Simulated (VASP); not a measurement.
Wanted: the native input for a VASP 6.6.1 run.

```
Task                   : single point
Functional             : PBE
Potentials or basis    : VASP PAW PBE potentials, release 64 (Na_pv)
Cutoff                 : 520 eV
k mesh                 : 18 × 18 × 18
Occupations            : gaussian, width 0.1 eV
Spin                   : no spin polarisation
Dipole correction      : no
Further INCAR settings : ALGO = Fast; EDIFF = 1e-06; NBANDS = 10
```

The structure of Na lies in POSCAR:

```
Na
1.0
    0.0000000000      2.6430056362      2.6430056362
    2.6430056362      0.0000000000      2.6430056362
    2.6430056362      2.6430056362      0.0000000000
Na
1
Direct
    0.0000000000      0.0000000000      0.0000000000
```

The input as run:

INCAR

```
SYSTEM = Na
PREC     = Accurate       ! precision mode
ENCUT    = 520            ! plane-wave cutoff, eV
EDIFF    = 1E-6           ! SCF threshold, eV
ISMEAR   = 0              ! smearing method
SIGMA    = 0.1            ! smearing width, eV
LREAL    = .False.        ! projectors in reciprocal space
LASPH    = .True.         ! aspherical terms in the spheres
NELM     = 60             ! most SCF steps
ALGO     = Fast           ! electronic algorithm
ISIF     = 2              ! what is computed and relaxed
LWAVE    = .False.        ! write WAVECAR
LCHARG   = .True.         ! write CHGCAR
GGA      = PE             ! functional
LELF     = .True.         ! ELF
LVHAR    = .True.       
NBANDS   = 10             ! bands
```

KPOINTS

```
regular mesh
0
Gamma
  18 18 18
  0 0 0
```

Potentials or basis: VASP PAW PBE potentials, release 64 (Na_pv).

Launch:

```console
$ cat potpaw_PBE.64/Na_pv/POTCAR > POTCAR
$ mpirun -np 1 vasp_std > vasp.out
```

Results of the run:

The pressure is -0.1 GPa.

Run time: 51 s on 1 thread of Oxide Virtual Turin-like Processor, on a shared host, peak memory 0.15 GiB.
